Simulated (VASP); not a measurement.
# CoO (I4/mmm) in VASP: a series of runs, part 2 of 2

VASP 6.6.1. Earlier steps stand in the parts before.

## Step 3: Single point, PBEsol, collinear spin, ferromagnetic start

INCAR reads:

```
SYSTEM = CoO
ALGO = Fast ; EDIFF = 1E-6
ENCUT = 520 ; GGA = PS
ISIF = 2 ; ISMEAR = 0
ISPIN = 2 ; LASPH = .True.
LCHARG = .False. ; LMAXMIX = 4
LORBIT = 11 ; LREAL = .False.
LWAVE = .False. ; MAGMOM = 2.71 0.36
NBANDS = 18 ; NELM = 150
PREC = Accurate ; SIGMA = 0.15
```

KPOINTS reads:

```
k-points
0
Gamma
  24 24 24
  0 0 0
```

POSCAR reads:

```
CoO
1.0
   -1.5505012110      1.5505012110      1.9933088950
    1.5505012110     -1.5505012110      1.9933088950
    1.5505012110      1.5505012110     -1.9933088950
Co O
1 1
Direct
    0.0000000000      0.0000000000      0.0000000000
    0.5000000000      0.5000000000      0.0000000000
```

Potentials or basis: VASP PAW PBE potentials, release 64 (Co, O).

The run is started by

```
$ cat potpaw_PBE.64/Co/POTCAR potpaw_PBE.64/O/POTCAR > POTCAR
$ mpirun -np 1 vasp_std > vasp.out
```

OUTCAR:

```text
SYSTEM = CoO
   EDIFF = 1E-6
   ENCUT = 520
   GGA = PS
   ISIF = 2
   ISMEAR = 0
   ISPIN = 2
   LASPH = .True.
   LORBIT = 11
   LREAL = .False.
   NELM = 150
   PREC = Accurate

 ion  position               nearest neighbor table
   1  0.000  0.000  0.000-   2 1.99   2 1.99   2 2.19   2 2.19   2 2.19   2 2.19
   2  0.500  0.500  0.000-   1 1.99   1 1.99   1 2.19   1 2.19   1 2.19   1 2.19

  LATTYP: Found a body centered tetragonal cell.
 ALAT       =     3.1010024220
 C/A-ratio  =     1.2855900278

  Lattice vectors:

 A1 = (  -1.5505012110,   1.5505012110,   1.9933088950)
 A2 = (   1.5505012110,  -1.5505012110,   1.9933088950)
[... 1225 lines left out ...]
 VOLUME and BASIS-vectors are now :
 -----------------------------------------------------------------------------
  energy-cutoff  :      520.00
  volume of cell :       19.17
      direct lattice vectors                 reciprocal lattice vectors
    -1.550501211  1.550501211  1.993308895     0.000000000  0.322476369  0.250839196
     1.550501211 -1.550501211  1.993308895     0.322476369  0.000000000  0.250839196
     1.550501211  1.550501211 -1.993308895     0.322476369  0.322476369  0.000000000

 POSITION                                       TOTAL-FORCE (eV/Angst)
 -----------------------------------------------------------------------------------
      0.00000      0.00000      0.00000         0.000000      0.000000      0.000000
      0.00000      0.00000      1.99331        -0.000000     -0.000000      0.000000
 -----------------------------------------------------------------------------------
    total drift:                               -0.000000      0.000000     -0.000000

  FREE ENERGIE OF THE ION-ELECTRON SYSTEM (eV)
  ---------------------------------------------------
  free  energy   TOTEN  =       -13.9650340939 eV

  energy  without entropy=      -13.9235546301  energy(sigma->0) =      -13.94429436

 total charge

# of ion       s       p       d       tot
------------------------------------------
    1        0.309   0.379   7.174   7.861
    2        1.553   3.404   0.000   4.956
--------------------------------------------------
tot          1.861   3.782   7.174  12.818

 magnetization (x)

# of ion       s       p       d       tot
------------------------------------------
    1        0.023   0.017   2.425   2.465
    2        0.028   0.264   0.000   0.292
--------------------------------------------------
tot          0.051   0.281   2.425   2.757
```

OSZICAR:

```text
N       E                     dE             d eps       ncg     rms          rms(c)
DAV:   1     0.763862514473E+02    0.76386E+02   -0.67609E+03 79716   0.966E+02
DAV:   2    -0.117179385295E+02   -0.88104E+02   -0.75792E+02 80884   0.221E+02
DAV:   3    -0.164905209330E+02   -0.47726E+01   -0.46582E+01 89436   0.550E+01
DAV:   4    -0.165389246360E+02   -0.48404E-01   -0.48365E-01 93562   0.525E+00
DAV:   5    -0.165400322118E+02   -0.11076E-02   -0.11074E-02 93848   0.795E-01    0.157E+01
RMM:   6    -0.155918500951E+02    0.94818E+00   -0.64075E+00 90722   0.229E+01    0.211E+01
RMM:   7    -0.140885352240E+02    0.15033E+01   -0.14222E+00 88997   0.107E+01    0.776E+00
RMM:   8    -0.139883112031E+02    0.10022E+00   -0.30274E-02 98340   0.158E+00    0.437E+00
RMM:   9    -0.139595218893E+02    0.28789E-01   -0.39315E-02 94237   0.154E+00    0.163E+00
RMM:  10    -0.139671920061E+02   -0.76701E-02   -0.60847E-03101448   0.858E-01    0.876E-01
RMM:  11    -0.139669714297E+02    0.22058E-03   -0.19512E-03 98170   0.405E-01    0.456E-01
RMM:  12    -0.139657891047E+02    0.11823E-02   -0.31704E-04105916   0.158E-01    0.451E-01
RMM:  13    -0.139653270296E+02    0.46208E-03   -0.57785E-04 95799   0.205E-01    0.211E-01
RMM:  14    -0.139650509151E+02    0.27611E-03   -0.24820E-04 94572   0.112E-01    0.559E-02
RMM:  15    -0.139650401951E+02    0.10720E-04   -0.29646E-05104807   0.400E-02    0.542E-02
RMM:  16    -0.139650327912E+02    0.74038E-05   -0.13907E-05102130   0.239E-02    0.128E-02
RMM:  17    -0.139650342213E+02   -0.14300E-05   -0.40313E-06 96304   0.123E-02    0.738E-03
RMM:  18    -0.139650340939E+02    0.12741E-06   -0.98062E-07 69955   0.728E-03
   1 F= -.13965034E+02 E0= -.13944294E+02  d E =-.414795E-01  mag=     2.8097
```

stdout:

```text
POSCAR found type information on POSCAR CoO
 POSCAR found :  2 types and       2 ions
 scaLAPACK will be used
 -----------------------------------------------------------------------------
|                                                                             |
|                                                                             |
|     You enforced a specific xc type in the INCAR file but a different       |
[... 23 lines left out ...]
WARNING in EDDRMM: call to ZHEGV failed, returncode =   8  4     16
WARNING in EDDRMM: call to ZHEGV failed, returncode =   6  3     17
WARNING in EDDRMM: call to ZHEGV failed, returncode =   8  4     15
WARNING in EDDRMM: call to ZHEGV failed, returncode =   8  4     15
WARNING in EDDRMM: call to ZHEGV failed, returncode =   6  3     15
WARNING in EDDRMM: call to ZHEGV failed, returncode =   6  3     17
WARNING in EDDRMM: call to ZHEGV failed, returncode =   8  4     16
```

Wall time 12 min (1 thread of Oxide Virtual Turin-like, shared host); peak memory 0.58 GiB.

What came out:

```yaml
Free_energy: -13.9650 eV
Pressure: -8.0 GPa
Net_moment: 2.81 μB per cell
Site_moments: Co +2.46; O +0.29 μB
Valence_electrons_inside_the_program's_atomic_spheres: Co 7.86; O 4.96
```

Caveat: the cell stands under tension; the PAW data sets were made with another functional, which shifts forces and pressure a little; a cell with one magnetic atom can't hold antiferromagnetic order, which such compounds often take.
